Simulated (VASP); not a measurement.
# Cu (I4/mmm) in VASP: settings compared

Aim: see how the results for Cu move with the level of theory and the settings. Levels: HSE06, PBE, r2SCAN. Tasks: single point.

All numbers are computed with VASP 6.6.1; they aren't measurements. Logs are shortened: lines on timing, memory, paths and dates and some standing lists are left out, and cuts for length are marked.

### 1 The cell of the first run

Symmetry: I4/mmm, No. 139, tetragonal system. The conventional cell has a = 2.847 Å, b = 2.847 Å, c = 2.715 Å, α = 90.00°, β = 90.00°, γ = 90.00°. Within 3.2 Å of Cu (site symmetry 4/mmm) lie 14 Cu at 2.43 to 2.85 Å.

### 2 Single point, HSE06

The input, POSCAR:

```
Cu
1.0
   -1.4232937226      1.4232937226      1.3574834749
    1.4232937226     -1.4232937226      1.3574834749
    1.4232937226      1.4232937226     -1.3574834749
Cu
1
Direct
    0.0000000000      0.0000000000      0.0000000000
```

The input, INCAR.step1:

```
SYSTEM = Cu
PREC = Accurate
ENCUT = 520
EDIFF = 1E-5
ISMEAR = -1
SIGMA = 0.05
LREAL = .False.
LASPH = .True.
NELM = 60
ALGO = Normal
ISIF = 2
LWAVE = .True.
LCHARG = .False.
NBANDS = 12
GGA = PE
```

The input, INCAR.step2:

```
SYSTEM = Cu
PREC = Accurate
ENCUT = 520
EDIFF = 1E-7
ISMEAR = -1
SIGMA = 0.05
LREAL = .False.
LASPH = .True.
NELM = 60
ALGO = Normal
ISIF = 2
LWAVE = .False.
LCHARG = .False.
GGA = PE
LHFCALC = .True.
HFSCREEN = 0.2079
PRECFOCK = Normal
NBANDS = 12
ISTART = 1
```

The input, KPOINTS:

```
Automatic mesh
0
Gamma
  8 8 8
  0 0 0
```

Potentials or basis: VASP PAW PBE potentials, release 64 (Cu).

On the command line:

```sh
> cat potpaw_PBE.64/Cu/POTCAR > POTCAR
> cp INCAR.step1 INCAR
> mpirun -np 1 vasp_std > vasp.out
> cp INCAR.step2 INCAR
> mpirun -np 1 vasp_std > vasp.out
```

OUTCAR:

```text
SYSTEM = Cu
   PREC = Accurate
   ENCUT = 520
   EDIFF = 1E-7
   ISMEAR = -1
   LREAL = .False.
   LASPH = .True.
   NELM = 60
   ISIF = 2
   GGA = PE
   LHFCALC = .True.
   HFSCREEN = 0.2079
   PRECFOCK = Normal
   ISTART = 1

 ion  position               nearest neighbor table
   1  0.000  0.000  0.000-

  LATTYP: Found a body centered tetragonal cell.
 ALAT       =     2.8465874452
 C/A-ratio  =     0.9537620052

  Lattice vectors:

 A1 = (  -1.4232937226,   1.4232937226,   1.3574834749)
 A2 = (   1.4232937226,  -1.4232937226,   1.3574834749)
 A3 = (   1.4232937226,   1.4232937226,  -1.3574834749)

Analysis of symmetry for initial positions (statically):
=====================================================================
 Subroutine PRICEL returns:
 Original cell was already a primitive cell.

 Routine SETGRP: Setting up the symmetry group for a
 body centered tetragonal supercell.

 Subroutine GETGRP returns: Found 16 space group operations
 (whereof 16 operations were pure point group operations)
 out of a pool of 16 trial point group operations.

The static configuration has the point symmetry D_4h.

Analysis of symmetry for dynamics (positions and initial velocities):
=====================================================================
 Subroutine PRICEL returns:
 Original cell was already a primitive cell.

 Routine SETGRP: Setting up the symmetry group for a
 body centered tetragonal supercell.

 Subroutine GETGRP returns: Found 16 space group operations
 (whereof 16 operations were pure point group operations)
 out of a pool of 16 trial point group operations.

The dynamic configuration has the point symmetry D_4h.

 Subroutine INISYM returns: Found 16 space group operations
 (whereof 16 operations are pure point group operations),
 and found     1 'primitive' translations

----------------------------------------------------------------------------------------

                                     Primitive cell

  volume of cell :      10.9998

  direct lattice vectors                    reciprocal lattice vectors
    -1.423293723  1.423293723  1.357483475     0.000000000  0.351297833  0.368328609
     1.423293723 -1.423293723  1.357483475     0.351297833  0.000000000  0.368328609
     1.423293723  1.423293723 -1.357483475     0.351297833  0.351297833  0.000000000

  length of vectors
     2.427816185  2.427816185  2.427816185     0.508995217  0.508995217  0.496810159

  position of ions in fractional coordinates (direct lattice)
     0.000000000  0.000000000  0.000000000

  ion indices of the primitive-cell ions
   primitive index   ion index
                 1           1

----------------------------------------------------------------------------------------

 KPOINTS: Automatic mesh

Automatic generation of k-mesh.
 Grid dimensions read from file:
 generate k-points for:    8    8    8

 Generating k-lattice:

  Cartesian coordinates                     Fractional coordinates (reciprocal lattice)
     0.000000000  0.043912229  0.046041076     0.125000000  0.000000000 -0.000000000
     0.043912229  0.000000000  0.046041076     0.000000000  0.125000000 -0.000000000
     0.043912229  0.043912229  0.000000000     0.000000000  0.000000000  0.125000000

  Length of vectors
     0.063624402  0.063624402  0.062101270

  Shift w.r.t. Gamma in fractional coordinates (k-lattice)
     0.000000000  0.000000000  0.000000000

 Subroutine IBZKPT returns following result:
 ===========================================

 Found     59 irreducible k-points:

 Following reciprocal coordinates:
            Coordinates               Weight
  0.000000  0.000000  0.000000      1.000000
  0.125000  0.000000 -0.000000      8.000000
  0.250000  0.000000 -0.000000      8.000000
  0.375000  0.000000 -0.000000      8.000000
  0.500000  0.000000 -0.000000      4.000000
  0.125000  0.125000 -0.000000      8.000000
[... 16 lines left out ...]
  0.250000  0.125000  0.125000     16.000000
  0.375000  0.125000  0.125000      8.000000
 [... further k-points ...]
   k-points           NKPTS =     59   k-points in BZ     NKDIM =    512   number of bands    NBANDS=     12
   number of dos      NEDOS =    301   number of ions     NIONS =      1
   total plane-waves  NPLWV =   5832
   dimension x,y,z NGX =    18 NGY =   18 NGZ =   18
   dimension x,y,z NGXF=    36 NGYF=   36 NGZF=   36
   ions per type =               1
   NGX,Y,Z   is equivalent  to a cutoff of  12.33, 12.33, 12.33 a.u.
   NGXF,Y,Z  is equivalent  to a cutoff of  24.65, 24.65, 24.65 a.u.
 SYSTEM =  Cu
   PREC   = accura    normal or accurate (medium, high low for compatibility)
   ISTART =      1    job   : 0-new  1-cont  2-samecut
   ICHARG =      0    charge: 1-file 2-atom 10-const
   ISPIN  =      1    spin polarized calculation?
   LNONCOLLINEAR =      F non collinear calculations
   LSORBIT =      F    spin-orbit coupling
   LASPH  =      T    aspherical Exc in radial PAW
   ENCUT  =  520.0 eV  38.22 Ry    6.18 a.u.   4.51  4.51  4.51*2*pi/ulx,y,z
   NELM   =     60;   NELMIN=  2; NELMDL=  0     # of ELM steps
   EDIFF  = 0.1E-06   stopping-criterion for ELM
   LREAL  =      F    real-space projection
   EDIFFG = 0.1E-05   stopping-criterion for IOM
   NSW    =      0    number of steps for IOM
   IBRION =     -1    ionic relax: 0-MD 1-quasi-New 2-CG
   NFREE  =      0    steps in history (QN), initial steepest desc. (CG)
   ISIF   =      2    stress and relaxation
   ISYM   =      3    0-nonsym 1-usesym 2-fastsym
   POTIM  = 0.5000    time-step for ionic-motion
   TEBEG  =    0.0;   TEEND  =   0.0 temperature during run
   PSTRESS=    0.0 pullay stress
   NELECT =      11.0000    total number of electrons
   NUPDOWN=      -1.0000    fix difference up-down
   EMIN   =  10.00;   EMAX   =-10.00  energy-range for DOS
   EFERMI =   0.00;   METHOD = LEGACY
   ISMEAR =    -1;   SIGMA  =   0.05  broadening in eV -4-tet -1-fermi 0-gaus
   EFERMI_NEDOS =   21; number of points for ismear=-14 and -15
   IALGO  =     38    algorithm
   IMIX   =      1    mixing-type and parameters
     AMIX     =   0.40;   BMIX     =  1.00
     AMIX_MAG =   1.60;   BMIX_MAG =  1.00
  volume/ion in A,a.u.               =      11.00        74.23
  Fermi-wavevector in a.u.,A,eV,Ry     =   1.637110  3.093689 36.465370  2.680129
  Thomas-Fermi vector in A             =   2.728304
   LORBIT       =      0    0 simple, 1 ext, 2 COOP (PROOUT), +10 PAW based schemes
   GGA     = PE    functional components
   LHFCALC =     T    Hartree Fock is set to
   PRECFOCK=normal    Normal, Fast or Accurate (Low or Medium for compatibility)
   ENCUT4O =  -1.0   cutoff for four orbital integrals eV
   NKREDX  =     1    reduce k-point grid by
   NKREDY  =     1    reduce k-point grid by
   NKREDZ  =     1    reduce k-point grid by
   AEXX    =    0.2500 exact exchange contribution
   HFSCREEN=    0.2079 screening length (either q_TF or 0.3 A-1)
   HFSCREENC=   0.2079 screening length for correlation (either q_TF or 0.3 A-1)
   ENCUTFOCK=  -1.0 apply spherical cutoff to Coloumb kernel
   IVDW    =     0    specifies the selected vdW correction
   LEPSILON=     F    determine dielectric tensor
   LRPA    =     F    only Hartree local field effects (RPA)
 non-spin polarized calculation
  energy-cutoff  :      520.00
  volume of cell :       11.00
 maximum number of plane-waves:       313
  NGX = 14; NGY = 14; NGZ = 14

 number of electron      11.0000008 magnetization

 Free energy of the ion-electron system (eV)
  ---------------------------------------------------
  ext. energy  EPLUGINS =         0.00000000
  ---------------------------------------------------
  free energy    TOTEN  =        -3.52262641 eV

  energy without entropy =       -3.51874019  energy(sigma->0) =       -3.52068330

 E-fermi :   8.1760     XC(G=0): -10.6327

 val. band max:        7.9792964478   @ k =   0.2500   0.1250   0.1250
 cond. band min:       8.1776379642   @ k =   0.5000   0.1250  -0.0000
 fundamental gap:      0.1983415164
 Fermi energy:         8.1759978731

 k-point     1 :       0.0000    0.0000    0.0000
  band No.  band energies     occupation
      1      -2.6917      2.00000
      2       3.3041      2.00000
      3       3.5123      2.00000
      4       3.5123      2.00000
      5       4.4675      2.00000
      6       4.6871      2.00000
      7      34.8190      0.00000
      8      34.8190      0.00000
      9      36.0764      0.00000
     10      39.3725      0.00000
     11      40.1699      0.00000
     12      40.1700      0.00000

 k-point     2 :       0.1250    0.0000   -0.0000
  band No.  band energies     occupation
      1      -1.9762      2.00000
      2       3.2543      2.00000
      3       3.4936      2.00000
      4       3.7094      2.00000
      5       4.4708      2.00000
      6       4.6171      2.00000
      7      31.0423      0.00000
      8      33.4381      0.00000
      9      33.7922      0.00000
     10      35.9101      0.00000
     11      37.2901      0.00000
     12      38.7703      0.00000

 k-point     3 :       0.2500    0.0000   -0.0000
  band No.  band energies     occupation
      1      -0.0902      2.00000
      2       2.9456      2.00000
      3       3.5245      2.00000
      4       4.4368      2.00000
      5       4.4866      2.00000
      6       4.6573      2.00000
      7      24.1234      0.00000
      8      30.2332      0.00000
      9      31.5284      0.00000
     10      32.8782      0.00000
     11      35.7529      0.00000
     12      40.8293      0.00000
[... 286 lines left out ...]
 k-point    23 :       0.2500    0.1250    0.1250
  band No.  band energies     occupation
      1       2.0438      2.00000
      2       2.5880      2.00000
      3       3.3185      2.00000
      4       4.6459      2.00000
      5       4.8058      2.00000
      6       7.9793      1.96162
      7      18.6233      0.00000
      8      22.3452      0.00000
      9      23.2496      0.00000
     10      38.9268      0.00000
     11      42.3518      0.00000
     12      45.1682      0.00000

 k-point    24 :       0.3750    0.1250    0.1250
  band No.  band energies     occupation
      1       1.9902      2.00000
      2       2.4882      2.00000
      3       3.9383      2.00000
      4       4.6732      2.00000
      5       4.8951      2.00000
      6      10.8103      0.00000
      7      14.4571      0.00000
      8      21.7868      0.00000
      9      22.4136      0.00000
     10      38.5990      0.00000
     11      42.2360      0.00000
     12      46.2704      0.00000

 [... further k-points ...]

------------------------ aborting loop because EDIFF is reached ----------------------------------------

  FORCE on cell =-STRESS in cart. coord.  units (eV):
  Direction    XX          YY          ZZ          XY          YZ          ZX
  --------------------------------------------------------------------------------------
  -------------------------------------------------------------------------------------
  Total        1.0375183      1.0375183      1.0404327      0.0000000      0.0000000      0.0000000
  in kB      151.1202700    151.1202700    151.5447812      0.0000000      0.0000000      0.0000000
  external PRESSURE =     151.2617738 kB  Pullay stress =       0.0000000 kB

 VOLUME and BASIS-vectors are now :
 -----------------------------------------------------------------------------
  energy-cutoff  :      520.00
  volume of cell :       11.00
      direct lattice vectors                 reciprocal lattice vectors
    -1.423293723  1.423293723  1.357483475     0.000000000  0.351297833  0.368328609
     1.423293723 -1.423293723  1.357483475     0.351297833  0.000000000  0.368328609
     1.423293723  1.423293723 -1.357483475     0.351297833  0.351297833  0.000000000

 POSITION                                       TOTAL-FORCE (eV/Angst)
 -----------------------------------------------------------------------------------
      0.00000      0.00000      0.00000        -0.000000     -0.000000     -0.000000
 -----------------------------------------------------------------------------------
    total drift:                               -0.000000     -0.000000     -0.000001

  FREE ENERGIE OF THE ION-ELECTRON SYSTEM (eV)
  ---------------------------------------------------
  free  energy   TOTEN  =        -3.5226264145 eV

  energy  without entropy=       -3.5187401926  energy(sigma->0) =       -3.52068330
```

Run time: 45 min. Hardware: 1 thread of Intel Xeon 8259CL, shared host; peak memory 0.23 GiB.

What came out:

* Free energy: -3.5226 eV
* Pressure: 15.1 GPa
* Band gap on the k mesh: zero (an odd number of electrons rules out a gap without spin polarisation)

Caveat: the k points lie up to 0.40 Å⁻¹ apart, too coarse for converged energies and pressures of a metal; the PAW data sets were made with another functional, which shifts forces and pressure a little.

### 3 Single point, PBE

This run uses another cell than the first one: it holds 2 atoms, not 1.

The input, INCAR:

```
SYSTEM = Cu
PREC = Accurate
ENCUT = 600
EDIFF = 1E-6
ISMEAR = -1
SIGMA = 0.04
LREAL = .FALSE.
LASPH = .TRUE.
NELM = 120
ALGO = Normal
ISIF = 2
LWAVE = .FALSE.
LCHARG = .FALSE.
GGA = PE
NBANDS = 18
GGA_COMPAT = .FALSE.
```

The input, KPOINTS:

```
regular mesh
0
G
  9 9 9
  0 0 0
```

The input, POSCAR:

```
Cu
1.0
    2.8855866400      0.0000000000      0.0000000000
    0.0000000000      2.8855866400      0.0000000000
    0.0000000000      0.0000000000      2.7521629000
Cu
2
Direct
    0.0000000000      0.0000000000      0.0000000000
    0.5000000000      0.5000000000      0.5000000000
```

Potentials or basis: VASP PAW PBE potentials, release 64 (Cu).

On the command line:

```sh
> cat potpaw_PBE.64/Cu/POTCAR > POTCAR
> mpirun -np 1 vasp_std > vasp.out
```

Run time: 34 s. Hardware: 1 thread of Intel Xeon 8259CL, shared host; peak memory 0.15 GiB.

Results (log left out):

```
Free energy            : -7.3466 eV
Pressure               : 8.1 GPa
Band gap on the k mesh : zero (bands 11 and 12 overlap by 5.02 eV)
```

Stress tensor (GPa, compression positive):
```
8.26 0.00 0.00
0.00 8.26 0.00
0.00 0.00 7.68
```

Levels at points of the mesh, in eV from the Fermi level:
```tsv
k point	band 9	band 10	band 11	band 12	band 13	band 14
(0.00, 0.00, 0.00)	-1.57	-1.57	-1.51	7.76	7.76	9.60
```

Caveat: the cell stands under pressure.

(Continued in part 2 of 2.)

The gap in the log of VASP goes by the Fermi energy; the results here count the filled bands.